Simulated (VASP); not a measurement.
# BaTiO3 (Barioperovskite) (Amm2) in VASP: notebook

BaTiO3 (Barioperovskite) is run at these levels: PBEsol, PBEsol+U; tasks: single point.

Program: VASP 6.6.1. These are calculated values, not measurements. Logs are shortened: lines on timing, memory, paths and dates and some standing lists are left out, and cuts for length are marked.

## (1) The cell of the first run

The structure is orthorhombic, space group Amm2 (No. 38). Conventional cell: a = 3.942 Å, b = 5.622 Å, c = 5.636 Å, α = 90.00°, β = 90.00°, γ = 90.00°. Ba (site symmetry mm2) has 12 O at 2.75 to 2.89 Å and 8 Ti at 3.39 to 3.49 Å within 3.6 Å. Within 2.5 Å of Ti (site symmetry mm2) lie 6 O at 1.88 to 2.11 Å. O (site symmetry m) has 2 Ti at 1.88 to 2.11 Å within 2.5 Å. O (site symmetry mm2) has 2 Ti at 1.98 Å within 2.6 Å.

## (2) Single point, PBEsol

The input, INCAR:

```
SYSTEM = BaTiO3
PREC = Accurate ; ENCUT = 520
EDIFF = 1E-6 ; ISMEAR = -1
SIGMA = 0.05 ; LREAL = .False.
LASPH = .True. ; NELM = 80
ALGO = Normal ; ISIF = 2
LWAVE = .False. ; LCHARG = .False.
GGA = PS ; NBANDS = 28
```

The input, KPOINTS:

```
Automatic mesh
0
Gamma
  7 7 7
  0 0 0
```

The input, POSCAR:

```
BaTiO3
1.0
    3.9420257285      0.0000000000      0.0000000000
    0.0000000000      2.8110850219      2.8180644105
    0.0000000000     -2.8110850219      2.8180644105
Ba Ti O
1 1 3
Direct
    0.0000000000      0.0055133353      0.0055133353
    0.5000000000      0.5168039825      0.5168039825
    0.5000000000      0.9876382776      0.4941893309
    0.5000000000      0.4941893309      0.9876382776
    0.0000000000      0.4927350736      0.4927350736
```

Potentials or basis: VASP PAW PBE potentials, release 64 (Ba_sv, Ti_sv, O).

The run is started by

```console
> cat potpaw_PBE.64/Ba_sv/POTCAR potpaw_PBE.64/Ti_sv/POTCAR potpaw_PBE.64/O/POTCAR > POTCAR
> mpirun -np 1 vasp_std > vasp.out
```

OUTCAR:

```text
SYSTEM = BaTiO3
   PREC = Accurate
   ENCUT = 520
   EDIFF = 1E-6
   ISMEAR = -1
   LREAL = .False.
   LASPH = .True.
   NELM = 80
   ISIF = 2
   GGA = PS

 ion  position               nearest neighbor table
   1  0.000  0.006  0.006-   5 2.75   4 2.77   3 2.77   3 2.77   4 2.77   5 2.81   5 2.81   4 2.83
                             3 2.83   3 2.83   4 2.83   5 2.89   2 3.39   2 3.39   2 3.43   2 3.43
   2  0.500  0.517  0.517-   3 1.88   4 1.88   5 1.98   5 1.98   3 2.11   4 2.11   1 3.39   1 3.39
                             1 3.43   1 3.43   1 3.43   1 3.43   1 3.49   1 3.49
   3  0.500  0.988  0.494-   2 1.88   2 2.11   1 2.77   1 2.77   1 2.83   1 2.83
   4  0.500  0.494  0.988-   2 1.88   2 2.11   1 2.77   1 2.77   1 2.83   1 2.83
   5  0.000  0.493  0.493-   2 1.98   2 1.98   1 2.75   1 2.81   1 2.81   1 2.89

  LATTYP: Found a base centered orthorhombic cell.
 ALAT       =     5.6221700438
 B/A-ratio  =     1.0024828095
 C/A-ratio  =     0.7011573285

  Lattice vectors:

 A1 = (   0.0000000000,   2.8110850219,  -2.8180644105)
 A2 = (   0.0000000000,   2.8110850219,   2.8180644105)
 A3 = (   3.9420257285,   0.0000000000,   0.0000000000)

Analysis of symmetry for initial positions (statically):
=====================================================================
 Subroutine PRICEL returns:
 Original cell was already a primitive cell.

 Routine SETGRP: Setting up the symmetry group for a
 base centered orthorhombic supercell.

 Subroutine GETGRP returns: Found  4 space group operations
 (whereof  4 operations were pure point group operations)
 out of a pool of  8 trial point group operations.

The static configuration has the point symmetry C_2v.

Analysis of symmetry for dynamics (positions and initial velocities):
=====================================================================
 Subroutine PRICEL returns:
 Original cell was already a primitive cell.

 Routine SETGRP: Setting up the symmetry group for a
 base centered orthorhombic supercell.

 Subroutine GETGRP returns: Found  4 space group operations
 (whereof  4 operations were pure point group operations)
 out of a pool of  8 trial point group operations.

The dynamic configuration has the point symmetry C_2v.

 Subroutine INISYM returns: Found  4 space group operations
 (whereof  4 operations are pure point group operations),
 and found     1 'primitive' translations

----------------------------------------------------------------------------------------

                                     Primitive cell

  volume of cell :      62.4560

  direct lattice vectors                    reciprocal lattice vectors
     3.942025728  0.000000000  0.000000000     0.253676680  0.000000000  0.000000000
     0.000000000  2.811085022  2.818064410     0.000000000  0.177867263  0.177426747
     0.000000000 -2.811085022  2.818064410     0.000000000 -0.177867263  0.177426747

  length of vectors
     3.942025728  3.980412795  3.980412795     0.253676680  0.251230997  0.251230997

  position of ions in fractional coordinates (direct lattice)
     0.000000000  0.005513335  0.005513335
     0.500000000  0.516803983  0.516803983
     0.500000000  0.987638278  0.494189331
     0.500000000  0.494189331  0.987638278
     0.000000000  0.492735074  0.492735074

  ion indices of the primitive-cell ions
   primitive index   ion index
                 1           1
                 2           2
                 3           3
                 4           4
                 5           5

----------------------------------------------------------------------------------------

 KPOINTS: Automatic mesh

Automatic generation of k-mesh.
 Grid dimensions read from file:
 generate k-points for:    7    7    7

 Generating k-lattice:

  Cartesian coordinates                     Fractional coordinates (reciprocal lattice)
     0.036239526  0.000000000  0.000000000     0.142857143  0.000000000  0.000000000
     0.000000000  0.025409609  0.025346678     0.000000000  0.142857143  0.000000000
     0.000000000 -0.025409609  0.025346678     0.000000000  0.000000000  0.142857143

  Length of vectors
     0.036239526  0.035890142  0.035890142

  Shift w.r.t. Gamma in fractional coordinates (k-lattice)
     0.000000000  0.000000000  0.000000000

 Subroutine IBZKPT returns following result:
 ===========================================

 Found     64 irreducible k-points:

 Following reciprocal coordinates:
            Coordinates               Weight
  0.000000  0.000000  0.000000      1.000000
  0.142857  0.000000  0.000000      2.000000
  0.285714  0.000000  0.000000      2.000000
  0.428571  0.000000  0.000000      2.000000
  0.000000  0.142857 -0.000000      4.000000
  0.142857  0.142857 -0.000000      8.000000
[... 16 lines left out ...]
  0.285714  0.285714  0.142857      8.000000
  0.428571  0.285714  0.142857      8.000000
 [... further k-points ...]
   k-points           NKPTS =     64   k-points in BZ     NKDIM =     64   number of bands    NBANDS=     28
   number of dos      NEDOS =    301   number of ions     NIONS =      5
   total plane-waves  NPLWV =  27000
   dimension x,y,z NGX =    30 NGY =   30 NGZ =   30
   dimension x,y,z NGXF=    60 NGYF=   60 NGZF=   60
   ions per type =               1   1   3
   NGX,Y,Z   is equivalent  to a cutoff of  12.65, 12.53, 12.53 a.u.
   NGXF,Y,Z  is equivalent  to a cutoff of  25.30, 25.06, 25.06 a.u.
 SYSTEM =  BaTiO3
   PREC   = accura    normal or accurate (medium, high low for compatibility)
   ISTART =      0    job   : 0-new  1-cont  2-samecut
   ICHARG =      2    charge: 1-file 2-atom 10-const
   ISPIN  =      1    spin polarized calculation?
   LNONCOLLINEAR =      F non collinear calculations
   LSORBIT =      F    spin-orbit coupling
   LASPH  =      T    aspherical Exc in radial PAW
   ENCUT  =  520.0 eV  38.22 Ry    6.18 a.u.   7.33  7.40  7.40*2*pi/ulx,y,z
   NELM   =     80;   NELMIN=  2; NELMDL= -5     # of ELM steps
   EDIFF  = 0.1E-05   stopping-criterion for ELM
   LREAL  =      F    real-space projection
   EDIFFG = 0.1E-04   stopping-criterion for IOM
   NSW    =      0    number of steps for IOM
   IBRION =     -1    ionic relax: 0-MD 1-quasi-New 2-CG
   NFREE  =      0    steps in history (QN), initial steepest desc. (CG)
   ISIF   =      2    stress and relaxation
   ISYM   =      2    0-nonsym 1-usesym 2-fastsym
   POTIM  = 0.5000    time-step for ionic-motion
   TEBEG  =    0.0;   TEEND  =   0.0 temperature during run
   PSTRESS=    0.0 pullay stress
   NELECT =      40.0000    total number of electrons
   NUPDOWN=      -1.0000    fix difference up-down
   EMIN   =  10.00;   EMAX   =-10.00  energy-range for DOS
   EFERMI =   0.00;   METHOD = LEGACY
   ISMEAR =    -1;   SIGMA  =   0.05  broadening in eV -4-tet -1-fermi 0-gaus
   EFERMI_NEDOS =   21; number of points for ismear=-14 and -15
   IALGO  =     38    algorithm
   IMIX   =      4    mixing-type and parameters
     AMIX     =   0.40;   BMIX     =  1.00
     AMIX_MAG =   1.60;   BMIX_MAG =  1.00
  volume/ion in A,a.u.               =      12.49        84.29
  Fermi-wavevector in a.u.,A,eV,Ry     =   1.411140  2.666668 27.093493  1.991316
  Thomas-Fermi vector in A             =   2.533022
   LORBIT       =      0    0 simple, 1 ext, 2 COOP (PROOUT), +10 PAW based schemes
   GGA     = PS    functional components
   LHFCALC =     F    Hartree Fock is set to
   AEXX    =    0.0000 exact exchange contribution
   IVDW    =     0    specifies the selected vdW correction
   LEPSILON=     F    determine dielectric tensor
   LRPA    =     F    only Hartree local field effects (RPA)
 non-spin polarized calculation
  energy-cutoff  :      520.00
  volume of cell :       62.46
 maximum number of plane-waves:      1727
 NGX is ok and might be reduce to    30
   NGX = 15   NGY = 15   NGZ = 15

 number of electron      40.0000001 magnetization

 Free energy of the ion-electron system (eV)
  ---------------------------------------------------
  ext. energy  EPLUGINS =         0.00000000
  ---------------------------------------------------
  free energy    TOTEN  =       -41.98473334 eV

  energy without entropy =      -41.98473334  energy(sigma->0) =      -41.98473334

 E-fermi :   4.8929     XC(G=0): -11.6477

 val. band max:        3.8104086142   @ k =   0.4286   0.4286   0.4286
 cond. band min:       5.9085530389   @ k =   0.0000   0.0000   0.0000
 fundamental gap:      2.0981444247
 Fermi energy:         4.8929292124

 k-point     1 :       0.0000    0.0000    0.0000
  band No.  band energies     occupation
      1     -52.2046      2.00000
      2     -28.5828      2.00000
      3     -28.5777      2.00000
      4     -28.5476      2.00000
      5     -20.8291      2.00000
      6     -12.9746      2.00000
[... 20 lines left out ...]
     27       8.8887      0.00000
     28      11.3345      0.00000

 k-point     2 :       0.1429    0.0000    0.0000
  band No.  band energies     occupation
      1     -52.2044      2.00000
      2     -28.5822      2.00000
      3     -28.5772      2.00000
      4     -28.5602      2.00000
      5     -20.8019      2.00000
      6     -12.9954      2.00000
[... 20 lines left out ...]
     27       9.2941      0.00000
     28      11.8387      0.00000

 k-point     3 :       0.2857    0.0000    0.0000
  band No.  band energies     occupation
      1     -52.2038      2.00000
      2     -28.5886      2.00000
      3     -28.5811      2.00000
      4     -28.5760      2.00000
      5     -20.7394      2.00000
      6     -13.1169      2.00000
[... 20 lines left out ...]
     27      10.2872      0.00000
     28      12.2848      0.00000

 k-point     4 :       0.4286    0.0000    0.0000
  band No.  band energies     occupation
      1     -52.2033      2.00000
      2     -28.6110      2.00000
      3     -28.5802      2.00000
      4     -28.5751      2.00000
      5     -20.6880      2.00000
      6     -13.2517      2.00000
[... 20 lines left out ...]
     27      11.3755      0.00000
     28      12.1569      0.00000

 k-point     5 :       0.0000    0.1429   -0.0000
  band No.  band energies     occupation
      1     -52.2044      2.00000
      2     -28.5922      2.00000
      3     -28.5793      2.00000
      4     -28.5471      2.00000
      5     -20.8036      2.00000
      6     -12.9951      2.00000
[... 20 lines left out ...]
     27       9.2948      0.00000
     28      11.8307      0.00000

 k-point     6 :       0.1429    0.1429   -0.0000
  band No.  band energies     occupation
      1     -52.2041      2.00000
      2     -28.5916      2.00000
      3     -28.5788      2.00000
      4     -28.5597      2.00000
      5     -20.7781      2.00000
      6     -12.9881      2.00000
[... 463 lines left out ...]
      5     -20.7256      2.00000
      6     -13.0452      2.00000
[... 20 lines left out ...]
     27      10.7159      0.00000
     28      12.5892      0.00000

 k-point    22 :       0.1429    0.2857    0.1429
  band No.  band energies     occupation
      1     -52.2034      2.00000
      2     -28.6159      2.00000
      3     -28.5892      2.00000
      4     -28.5581      2.00000
      5     -20.7052      2.00000
      6     -12.9744      2.00000
[... 20 lines left out ...]
     27      10.9191      0.00000
     28      12.3826      0.00000

 k-point    23 :       0.2857    0.2857    0.1429
  band No.  band energies     occupation
      1     -52.2028      2.00000
      2     -28.6143      2.00000
      3     -28.5882      2.00000
      4     -28.5855      2.00000
      5     -20.6586      2.00000
      6     -12.8561      2.00000
[... 20 lines left out ...]
     27      11.6818      0.00000
     28      12.3583      0.00000

 k-point    24 :       0.4286    0.2857    0.1429
  band No.  band energies     occupation
      1     -52.2024      2.00000
      2     -28.6131      2.00000
      3     -28.6078      2.00000
      4     -28.5870      2.00000
      5     -20.6205      2.00000
      6     -12.8256      2.00000
[... 20 lines left out ...]
     27      12.3344      0.00000
     28      12.4818      0.00000

 [... further k-points ...]

------------------------ aborting loop because EDIFF is reached ----------------------------------------

  FORCE on cell =-STRESS in cart. coord.  units (eV):
  Direction    XX          YY          ZZ          XY          YZ          ZX
  --------------------------------------------------------------------------------------
  -------------------------------------------------------------------------------------
  Total        1.5672516      1.5956202      1.5767714      0.0000000      0.0000000      0.0000000
  in kB       40.2045267     40.9322641     40.4487369      0.0000000      0.0000000      0.0000000
  external PRESSURE =      40.5285092 kB  Pullay stress =       0.0000000 kB

 VOLUME and BASIS-vectors are now :
 -----------------------------------------------------------------------------
  energy-cutoff  :      520.00
  volume of cell :       62.46
      direct lattice vectors                 reciprocal lattice vectors
     3.942025728  0.000000000  0.000000000     0.253676680  0.000000000  0.000000000
     0.000000000  2.811085022  2.818064410     0.000000000  0.177867263  0.177426747
     0.000000000 -2.811085022  2.818064410     0.000000000 -0.177867263  0.177426747

 POSITION                                       TOTAL-FORCE (eV/Angst)
 -----------------------------------------------------------------------------------
      0.00000      0.00000      0.03107         0.000000      0.000000     -0.031394
      1.97101      0.00000      2.91277         0.000000      0.000000     -0.047567
      1.97101      1.38713      4.17589         0.000000      0.018051      0.031947
      1.97101     -1.38713      4.17589         0.000000     -0.018051      0.031947
      0.00000      0.00000      2.77712         0.000000      0.000000      0.015066
 -----------------------------------------------------------------------------------
    total drift:                                0.000000      0.000002      0.000628

  FREE ENERGIE OF THE ION-ELECTRON SYSTEM (eV)
  ---------------------------------------------------
  free  energy   TOTEN  =       -41.9847333396 eV

  energy  without entropy=      -41.9847333396  energy(sigma->0) =      -41.98473334
```

It took 1.9 min on 1 thread of Intel Xeon 6975P-C (Granite Rapids), shared host; peak memory 0.25 GiB.

What came out:

```
Free energy            : -41.9847 eV
Pressure               : 4.1 GPa
Largest force          : 0.048 eV/Å
Band gap on the k mesh : 2.10 eV, indirect (least direct gap 2.29 eV)
```

Forces in eV/Å, atoms in the order of the input:
```
Ba   0.000  0.000 -0.031
Ti   0.000  0.000 -0.048
O    0.000  0.018  0.032
O    0.000 -0.018  0.032
O    0.000  0.000  0.015
```

Caveat: the PAW data sets were made with another functional, which shifts forces and pressure a little; spin-orbit coupling is left out, which moves the levels of the heavy elements. A k mesh can miss the band edges.

[end of part 1 of 3]
